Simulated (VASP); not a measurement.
# Ba (Im-3m) in VASP: notebook

Runs on Ba. Level: PBE. Tasks: single point.

Program: VASP 6.6.1. These are calculated values, not measurements. Logs are shortened: lines on timing, memory, paths and dates and some standing lists are left out, and cuts for length are marked.

### Step 1. The cell of the first run

Symmetry: Im-3m, No. 229, cubic system. Conventional cell: a = 4.850 Å, b = 4.850 Å, c = 4.850 Å, α = 90.00°, β = 90.00°, γ = 90.00°. Ba (site symmetry m-3m) has 14 Ba at 4.20 to 4.85 Å within 5.5 Å.

### Step 2. Single point, PBE (strain -0.030 along x and y, -0.030 along z)

INCAR reads:

```
PREC = Accurate ; ENCUT = 520
EDIFF = 1E-6 ; ISMEAR = 0
SIGMA = 0.15 ; LREAL = F
LASPH = T ; NELM = 80
ALGO = Normal ; ISIF = 2
LWAVE = F ; LCHARG = F
GGA = PE ; NBANDS = 11
```

KPOINTS reads:

```
regular mesh
0
Gamma
  14 14 14
```

POSCAR reads:

```
Ba
1.0
   -2.4250000000      2.4250000000      2.4250000000
    2.4250000000     -2.4250000000      2.4250000000
    2.4250000000      2.4250000000     -2.4250000000
Ba
1
Direct
    0.0000000000      0.0000000000      0.0000000000
```

Potentials or basis: VASP PAW PBE potentials, release 64 (Ba_sv).

Launch:

```
$ cat potpaw_PBE.64/Ba_sv/POTCAR > POTCAR
$ mpirun -np 1 vasp_std > vasp.out
```

OUTCAR:

```text
PREC = Accurate
   ENCUT = 520
   EDIFF = 1E-6
   ISMEAR = 0
   LREAL = F
   LASPH = T
   NELM = 80
   ISIF = 2
   GGA = PE

 ion  position               nearest neighbor table
   1  0.000  0.000  0.000-

  LATTYP: Found a body centered cubic cell.
 ALAT       =     4.8500000000

  Lattice vectors:

 A1 = (  -2.4250000000,   2.4250000000,   2.4250000000)
 A2 = (   2.4250000000,  -2.4250000000,   2.4250000000)
 A3 = (   2.4250000000,   2.4250000000,  -2.4250000000)

Analysis of symmetry for initial positions (statically):
=====================================================================
 Subroutine PRICEL returns:
 Original cell was already a primitive cell.

 Routine SETGRP: Setting up the symmetry group for a
 body centered cubic supercell.

 Subroutine GETGRP returns: Found 48 space group operations
 (whereof 48 operations were pure point group operations)
 out of a pool of 48 trial point group operations.

The static configuration has the point symmetry O_h .

Analysis of symmetry for dynamics (positions and initial velocities):
=====================================================================
 Subroutine PRICEL returns:
 Original cell was already a primitive cell.

 Routine SETGRP: Setting up the symmetry group for a
 body centered cubic supercell.

 Subroutine GETGRP returns: Found 48 space group operations
 (whereof 48 operations were pure point group operations)
 out of a pool of 48 trial point group operations.

The dynamic configuration has the point symmetry O_h .

 Subroutine INISYM returns: Found 48 space group operations
 (whereof 48 operations are pure point group operations),
 and found     1 'primitive' translations

----------------------------------------------------------------------------------------

                                     Primitive cell

  volume of cell :      57.0421

  direct lattice vectors                    reciprocal lattice vectors
    -2.425000000  2.425000000  2.425000000     0.000000000  0.206185567  0.206185567
     2.425000000 -2.425000000  2.425000000     0.206185567  0.000000000  0.206185567
     2.425000000  2.425000000 -2.425000000     0.206185567  0.206185567  0.000000000

  length of vectors
     4.200223208  4.200223208  4.200223208     0.291590425  0.291590425  0.291590425

  position of ions in fractional coordinates (direct lattice)
     0.000000000  0.000000000  0.000000000

  ion indices of the primitive-cell ions
   primitive index   ion index
                 1           1

----------------------------------------------------------------------------------------

 KPOINTS: regular mesh

Automatic generation of k-mesh.
 Grid dimensions read from file:
 generate k-points for:   14   14   14

 Generating k-lattice:

  Cartesian coordinates                     Fractional coordinates (reciprocal lattice)
     0.000000000  0.014727541  0.014727541     0.071428571  0.000000000  0.000000000
     0.014727541  0.000000000  0.014727541     0.000000000  0.071428571  0.000000000
     0.014727541  0.014727541  0.000000000     0.000000000  0.000000000  0.071428571

  Length of vectors
     0.020827888  0.020827888  0.020827888

  Shift w.r.t. Gamma in fractional coordinates (k-lattice)
     0.000000000  0.000000000  0.000000000

 Subroutine IBZKPT returns following result:
 ===========================================

 Found    104 irreducible k-points:

 Following reciprocal coordinates:
            Coordinates               Weight
  0.000000  0.000000  0.000000      1.000000
  0.071429  0.000000  0.000000     12.000000
  0.142857  0.000000  0.000000     12.000000
  0.214286  0.000000  0.000000     12.000000
  0.285714  0.000000  0.000000     12.000000
  0.357143  0.000000  0.000000     12.000000
[... 16 lines left out ...]
  0.285714  0.285714  0.000000     24.000000
  0.357143  0.285714  0.000000     24.000000
 [... further k-points ...]
   k-points           NKPTS =    104   k-points in BZ     NKDIM =    104   number of bands    NBANDS=     11
   number of dos      NEDOS =    301   number of ions     NIONS =      1
   total plane-waves  NPLWV =  32768
   dimension x,y,z NGX =    32 NGY =   32 NGZ =   32
   dimension x,y,z NGXF=    64 NGYF=   64 NGZF=   64
   ions per type =               1
   NGX,Y,Z   is equivalent  to a cutoff of  12.67, 12.67, 12.67 a.u.
   NGXF,Y,Z  is equivalent  to a cutoff of  25.33, 25.33, 25.33 a.u.
 SYSTEM =  unknown system
   PREC   = accura    normal or accurate (medium, high low for compatibility)
   ISTART =      0    job   : 0-new  1-cont  2-samecut
   ICHARG =      2    charge: 1-file 2-atom 10-const
   ISPIN  =      1    spin polarized calculation?
   LNONCOLLINEAR =      F non collinear calculations
   LSORBIT =      F    spin-orbit coupling
   LASPH  =      T    aspherical Exc in radial PAW
   ENCUT  =  520.0 eV  38.22 Ry    6.18 a.u.   7.81  7.81  7.81*2*pi/ulx,y,z
   NELM   =     80;   NELMIN=  2; NELMDL= -5     # of ELM steps
   EDIFF  = 0.1E-05   stopping-criterion for ELM
   LREAL  =      F    real-space projection
[... 7 lines left out ...]
   TEBEG  =    0.0;   TEEND  =   0.0 temperature during run
   PSTRESS=    0.0 pullay stress
   NELECT =      10.0000    total number of electrons
   NUPDOWN=      -1.0000    fix difference up-down
   EMIN   =  10.00;   EMAX   =-10.00  energy-range for DOS
   EFERMI =   0.00;   METHOD = LEGACY
   ISMEAR =     0;   SIGMA  =   0.15  broadening in eV -4-tet -1-fermi 0-gaus
   EFERMI_NEDOS =   21; number of points for ismear=-14 and -15
   IALGO  =     38    algorithm
   IMIX   =      4    mixing-type and parameters
     AMIX     =   0.40;   BMIX     =  1.00
     AMIX_MAG =   1.60;   BMIX_MAG =  1.00
  volume/ion in A,a.u.               =      57.04       384.94
  Fermi-wavevector in a.u.,A,eV,Ry     =   0.916241  1.731445 11.422060  0.839498
  Thomas-Fermi vector in A             =   2.041074
   LORBIT       =      0    0 simple, 1 ext, 2 COOP (PROOUT), +10 PAW based schemes
   GGA     = PE    functional components
   LHFCALC =     F    Hartree Fock is set to
   AEXX    =    0.0000 exact exchange contribution
   IVDW    =     0    specifies the selected vdW correction
   LEPSILON=     F    determine dielectric tensor
   LRPA    =     F    only Hartree local field effects (RPA)
 non-spin polarized calculation
 Gauss-broadening in eV      SIGMA  =   0.15
  energy-cutoff  :      520.00
  volume of cell :       57.04
 maximum number of plane-waves:      1566
   NGX = 15   NGY = 15   NGZ = 15

 number of electron      10.0000001 magnetization

 Free energy of the ion-electron system (eV)
  ---------------------------------------------------
  ext. energy  EPLUGINS =         0.00000000
  ---------------------------------------------------
  free energy    TOTEN  =        -1.89313832 eV

  energy without entropy =       -1.87983197  energy(sigma->0) =       -1.88648515

 E-fermi :   1.9823     XC(G=0):  -7.7330

 val. band max:        1.9623534063   @ k =   0.5000   0.5000   0.2857
 cond. band min:       2.0014819948   @ k =   0.3571   0.2857   0.0000
 fundamental gap:      0.0391285885
 Fermi energy:         1.9822500499

 k-point     1 :       0.0000    0.0000    0.0000
  band No.  band energies     occupation
      1     -26.7354      2.00000
      2     -11.6174      2.00000
      3     -11.6174      2.00000
      4     -11.6174      2.00000
      5      -0.7996      2.00000
      6       3.9314      0.00000
      7       3.9314      0.00000
      8       3.9314      0.00000
      9       5.4698      0.00000
     10       5.4698      0.00000
     11       9.2176      0.00000

 k-point     2 :       0.0714    0.0000    0.0000
  band No.  band energies     occupation
      1     -26.7321      2.00000
      2     -11.6517      2.00000
      3     -11.6276      2.00000
      4     -11.6177      2.00000
      5      -0.6912      2.00000
      6       3.8408      0.00000
      7       3.8870      0.00000
      8       4.0412      0.00000
      9       5.3116      0.00000
     10       5.4600      0.00000
     11       9.3456      0.00000

 k-point     3 :       0.1429    0.0000    0.0000
  band No.  band energies     occupation
      1     -26.7229      2.00000
      2     -11.7456      2.00000
      3     -11.6560      2.00000
      4     -11.6186      2.00000
      5      -0.3844      2.00000
      6       3.6118      0.00000
      7       3.6960      0.00000
      8       4.3666      0.00000
      9       5.1118      0.00000
     10       5.4509      0.00000
     11       9.6537      0.00000

 k-point     4 :       0.2143    0.0000    0.0000
  band No.  band energies     occupation
      1     -26.7096      2.00000
      2     -11.8765      2.00000
      3     -11.6965      2.00000
      4     -11.6198      2.00000
      5       0.0618      2.00000
      6       3.3284      0.00000
      7       3.3700      0.00000
      8       4.8944      0.00000
      9       5.1352      0.00000
     10       5.4837      0.00000
     11       9.8241      0.00000

 k-point     5 :       0.2857    0.0000    0.0000
  band No.  band energies     occupation
      1     -26.6947      2.00000
      2     -12.0160      2.00000
      3     -11.7406      2.00000
      4     -11.6211      2.00000
      5       0.5360      2.00000
      6       3.0592      0.00000
      7       3.1189      0.00000
      8       5.3072      0.00000
      9       5.5901      0.00000
     10       5.6012      0.00000
     11       9.4274      0.00000

 k-point     6 :       0.3571    0.0000    0.0000
  band No.  band energies     occupation
      1     -26.6813      2.00000
      2     -12.1369      2.00000
      3     -11.7798      2.00000
      4     -11.6224      2.00000
      5       0.8761      2.00000
      6       2.8456      0.00000
      7       3.1358      0.00000
      8       5.4764      0.00000
      9       5.7755      0.00000
     10       6.4421      0.00000
     11       8.7534      0.00000

 k-point     7 :       0.4286    0.0000    0.0000
  band No.  band energies     occupation
      1     -26.6719      2.00000
      2     -12.2181      2.00000
      3     -11.8066      2.00000
      4     -11.6233      2.00000
      5       1.0084      2.00000
      6       2.7103      0.00000
      7       3.3984      0.00000
      8       5.5187      0.00000
      9       5.9963      0.00000
     10       7.2999      0.00000
     11       8.1762      0.00000

 k-point     8 :       0.5000    0.0000    0.0000
  band No.  band energies     occupation
      1     -26.6686      2.00000
      2     -12.2467      2.00000
      3     -11.8161      2.00000
      4     -11.6236      2.00000
      5       1.0308      2.00000
      6       2.6641      0.00000
      7       3.5704      0.00000
      8       5.4864      0.00000
      9       6.1126      0.00000
     10       7.7595      0.00000
     11       7.9342      0.00000
[... 141 lines left out ...]
 k-point    19 :       0.4286    0.1429    0.0000
  band No.  band energies     occupation
      1     -26.6656      2.00000
      2     -12.2072      2.00000
      3     -11.8601      2.00000
      4     -11.6638      2.00000
      5       1.3457      2.00000
      6       2.6731      0.00000
      7       3.2549      0.00000
      8       5.3037      0.00000
      9       6.1960      0.00000
     10       8.0169      0.00000
     11       8.4425      0.00000

 k-point    20 :       0.2143    0.2143    0.0000
  band No.  band energies     occupation
      1     -26.6778      2.00000
      2     -12.1013      2.00000
      3     -11.8149      2.00000
      4     -11.6734      2.00000
      5       1.2494      2.00000
      6       2.6262      0.00000
      7       2.9942      0.00000
      8       5.1029      0.00000
      9       6.0442      0.00000
     10       6.7230      0.00000
     11       9.1491      0.00000

 k-point    21 :       0.2857    0.2143   -0.0000
  band No.  band energies     occupation
      1     -26.6686      2.00000
      2     -12.1416      2.00000
      3     -11.8774      2.00000
      4     -11.6820      2.00000
      5       1.5707      1.99990
      6       2.5530      0.00000
      7       2.9664      0.00000
      8       5.2883      0.00000
      9       6.0115      0.00000
     10       7.4900      0.00000
     11       8.7174      0.00000

 k-point    22 :       0.3571    0.2143    0.0000
  band No.  band energies     occupation
      1     -26.6635      2.00000
      2     -12.1587      2.00000
      3     -11.9181      2.00000
      4     -11.6857      2.00000
      5       1.6720      1.99655
      6       2.6160      0.00000
      7       2.9831      0.00000
      8       5.3674      0.00000
      9       6.0956      0.00000
     10       7.9167      0.00000
     11       8.3549      0.00000

 k-point    23 :       0.2857    0.2857    0.0000
  band No.  band energies     occupation
      1     -26.6628      2.00000
      2     -12.1243      2.00000
      3     -11.9568      2.00000
      4     -11.6930      2.00000
      5       1.8951      1.58882
      6       2.4899      0.00000
      7       2.8754      0.00000
      8       5.5083      0.00000
      9       5.9328      0.00000
     10       7.7508      0.00000
     11       8.4724      0.00000

 k-point    24 :       0.3571    0.2857    0.0000
  band No.  band energies     occupation
      1     -26.6607      2.00000
      2     -12.1003      2.00000
      3     -12.0037      2.00000
      4     -11.6963      2.00000
      5       2.0015      0.85612
      6       2.5735      0.00000
      7       2.7501      0.00000
      8       5.6294      0.00000
      9       5.9653      0.00000
     10       7.4037      0.00000
     11       8.9061      0.00000

 [... further k-points ...]
[... 5 lines left out ...]
  --------------------------------------------------------------------------------------
  -------------------------------------------------------------------------------------
  Total        0.4060273      0.4060273      0.4060273     -0.0000000     -0.0000000     -0.0000000
  in kB       11.4043522     11.4043522     11.4043522     -0.0000000     -0.0000000     -0.0000000
  external PRESSURE =      11.4043522 kB  Pullay stress =       0.0000000 kB

 VOLUME and BASIS-vectors are now :
 -----------------------------------------------------------------------------
  energy-cutoff  :      520.00
  volume of cell :       57.04
      direct lattice vectors                 reciprocal lattice vectors
    -2.425000000  2.425000000  2.425000000     0.000000000  0.206185567  0.206185567
     2.425000000 -2.425000000  2.425000000     0.206185567  0.000000000  0.206185567
     2.425000000  2.425000000 -2.425000000     0.206185567  0.206185567  0.000000000

 POSITION                                       TOTAL-FORCE (eV/Angst)
 -----------------------------------------------------------------------------------
      0.00000      0.00000      0.00000        -0.000000      0.000000     -0.000000
 -----------------------------------------------------------------------------------
    total drift:                                0.000000      0.000000     -0.000000

  FREE ENERGIE OF THE ION-ELECTRON SYSTEM (eV)
  ---------------------------------------------------
  free  energy   TOTEN  =        -1.8931383245 eV

  energy  without entropy=       -1.8798319747  energy(sigma->0) =       -1.88648515
```

Wall time 16 s (1 thread of AMD EPYC 9R45 (Zen 5), shared host); peak memory 0.18 GiB.

What came out:

- Free energy: -1.8931 eV
- Pressure: 1.1 GPa
- Band gap on the k mesh: zero (bands 5 and 6 overlap by 1.22 eV)

Levels at points of the mesh, in eV from the Fermi level:
```csv
k point,band 3,band 4,band 5,band 6,band 7,band 8
"(0.00, 0.00, 0.00)",-13.60,-13.60,-2.78,1.95,1.95,1.95
"(0.50, 0.00, 0.00)",-13.80,-13.61,-0.95,0.68,1.59,3.50
"(0.50, 0.50, 0.50)",-14.03,-14.03,-0.69,-0.69,4.88,4.88
```

Caveat: the cell differs from its parent crystal (strain -0.030 along x and y, -0.030 along z); spin-orbit coupling is left out, which moves the levels of the heavy elements.

### Step 3. Single point, PBE (strain -0.015 along x and y, -0.015 along z)

INCAR reads:

```
  PREC = Accurate
  ENCUT = 520
  EDIFF = 1E-6
  ISMEAR = 0
  SIGMA = 0.15
  LREAL = False
  LASPH = True
  NELM = 100
  ALGO = Normal
  ISIF = 2
  LWAVE = False
  LCHARG = False
  GGA = PE
  NBANDS = 11
```

KPOINTS is that of step 2.

POSCAR reads:

```
Ba
1.0
   -2.4625000000      2.4625000000      2.4625000000
    2.4625000000     -2.4625000000      2.4625000000
    2.4625000000      2.4625000000     -2.4625000000
Ba
1
Direct
    0.0000000000      0.0000000000      0.0000000000
```

Potentials or basis: VASP PAW PBE potentials, release 64 (Ba_sv).

Launch:

```
$ cat potpaw_PBE.64/Ba_sv/POTCAR > POTCAR
$ mpirun -np 1 vasp_std > vasp.out
```

Wall time 16 s (1 thread of AMD EPYC 9R45 (Zen 5), shared host); peak memory 0.19 GiB.

It converged, with:

- Free energy: -1.9077 eV
- Pressure: 0.6 GPa
- Band gap on the k mesh: zero (bands 5 and 6 overlap by 1.08 eV)

Levels at points of the mesh, in eV from the Fermi level:
| k point | band 1 | band 2 | band 3 | band 4 | band 5 | band 6 | band 7 | band 8 | band 9 | band 10 |
| --- | --- | --- | --- | --- | --- | --- | --- | --- | --- | --- |
| (0.00, 0.00, 0.00) | -28.79 | -13.71 | -13.71 | -13.71 | -2.77 | 1.90 | 1.90 | 1.90 | 3.37 | 3.37 |
| (0.50, 0.00, 0.00) | -28.74 | -14.25 | -13.88 | -13.71 | -0.92 | 0.69 | 1.42 | 3.36 | 3.97 | 5.52 |
| (0.50, 0.50, 0.50) | -28.70 | -14.08 | -14.08 | -14.08 | -0.62 | -0.62 | 4.64 | 4.64 | 4.64 | 4.98 |

Caveat: the cell differs from its parent crystal (strain -0.015 along x and y, -0.015 along z); spin-orbit coupling is left out, which moves the levels of the heavy elements.

The gap in the log of VASP goes by the Fermi energy; the results here count the filled bands.